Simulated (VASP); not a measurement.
Wanted: the native input for a VASP 6.6.1 run.

| Property | Result |
| --- | --- |
| Task | single point |
| Functional | r2SCAN |
| Potentials or basis | VASP PAW PBE potentials, release 64 (Se, Ca_sv) |
| Cutoff | 520 eV |
| k mesh | 8 × 8 × 8 |
| Occupations | fermi-dirac, width 0.05 eV |
| Spin | no spin polarisation |
| Dipole correction | no |
| Further INCAR settings | ALGO = Normal; EDIFF = 1e-06; NBANDS = 15 |

Crystal: CaSe.

```
Se Ca
1.0
     0.00000    2.99490    2.99490
     2.99490    0.00000    2.99490
     2.99490    2.99490    0.00000
Se Ca
1 1
Cartesian
  2.9949 2.9949 2.9949
  0.0000 0.0000 0.0000
```

These files were run (other wordings do the same):

POSCAR

```
CaSe
1.0
    0.0000000000      2.9948991977      2.9948991977
    2.9948991977      0.0000000000      2.9948991977
    2.9948991977      2.9948991977      0.0000000000
Se Ca
1 1
Direct
    0.5000000000      0.5000000000      0.5000000000
    0.0000000000      0.0000000000      0.0000000000
```

INCAR.step1

```
ALGO = Normal
EDIFF = 1E-4
ENCUT = 520
GGA = PE
ISMEAR = -1
LASPH = True
LCHARG = False
LREAL = False
LWAVE = True
NBANDS = 15
NELM = 60
PREC = Accurate
SIGMA = 0.05
```

INCAR.step2

```
ALGO = Normal
EDIFF = 1E-6
ENCUT = 520
ISIF = 2
ISMEAR = -1
ISTART = 1
LASPH = True
LCHARG = False
LMIXTAU = True
LREAL = False
LWAVE = False
METAGGA = R2SCAN
NBANDS = 15
NELM = 60
PREC = Accurate
SIGMA = 0.05
```

KPOINTS

```
k-points
0
Gamma
  8 8 8
```

Potentials or basis: VASP PAW PBE potentials, release 64 (Se, Ca_sv).

Command:

```console
$ cat potpaw_PBE.64/Se/POTCAR potpaw_PBE.64/Ca_sv/POTCAR > POTCAR
$ cp INCAR.step1 INCAR
$ mpirun -np 1 vasp_std > vasp.out
$ cp INCAR.step2 INCAR
$ mpirun -np 1 vasp_std > vasp.out
```

Results of the run:

```json
{
  "Pressure": "-1.1 GPa",
  "Band gap on the k mesh": "2.58 eV, indirect (least direct gap 3.49 eV)"
}
```

Caveat: the PAW data sets were made with another functional, which shifts forces and pressure a little.

It took 37 s on 1 thread of Intel(R) Xeon(R) 6975P-C (Granite Rapids) (shared host), peak memory 0.19 GiB.
